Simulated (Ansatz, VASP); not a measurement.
# Al2Ru: VASP beside Ansatz

```
CELL_PARAMETERS angstrom
0.00000 3.92756 4.31786
2.17871 0.00000 4.31786
2.17871 3.92756 0.00000
ATOMIC_POSITIONS crystal
Al 0.07890 0.42110 0.07890
Al 0.42110 0.07890 0.42110
Al 0.17110 0.82890 0.17110
Al 0.82890 0.17110 0.82890
Ru 0.75000 0.75000 0.75000
Ru 0.50000 0.50000 0.50000
```

Change from the starting cell: volume 12.316 Å^3 an atom, stretch along a over the lengths across it, relative to the relaxed cell 0.9415.

Alike in both runs: task single point; functional LDA; k mesh 10 × 10 × 10; occupations gaussian, width 0.03 eV; no spin polarisation.

|  | VASP | Ansatz |
| --- | --- | --- |
| version | VASP 6.6.1 | Ansatz 0.2.0 |
| potentials or method | VASP PAW LDA potentials, release 64 (Al, Ru_pv), cutoff 520 eV | scalar-relativistic, plane waves, PAW |
| valence electrons in the cell | 40 | 44 |

|  | VASP | Ansatz | Ansatz less VASP |
| --- | --- | --- | --- |
| gap on the k mesh at the Fermi level (eV) | none | none | - |
| pressure (GPa) | 20.7 | 20.0 | -0.69 |
| traceless stress, the component that is largest in VASP (GPa) | 14.97 | 14.91 | -0.060 |
| rms of the force components (eV/Å) | 0.172 | 0.169 | -0.0022 |

Ansatz warns that its potentials were made for another functional, while VASP's fit it. LDA's correlation is that of Perdew and Zunger in VASP and of Perdew and Wang (1992) in Ansatz. Atom by atom the forces differ by 0.002 eV/Å (rms over components). A gap of «none» marks a metal or a gap that the smearing closes. VASP's potentials hold 40 valence electrons a cell and Ansatz's 44, so a difference there can come from the potentials and not from the codes.
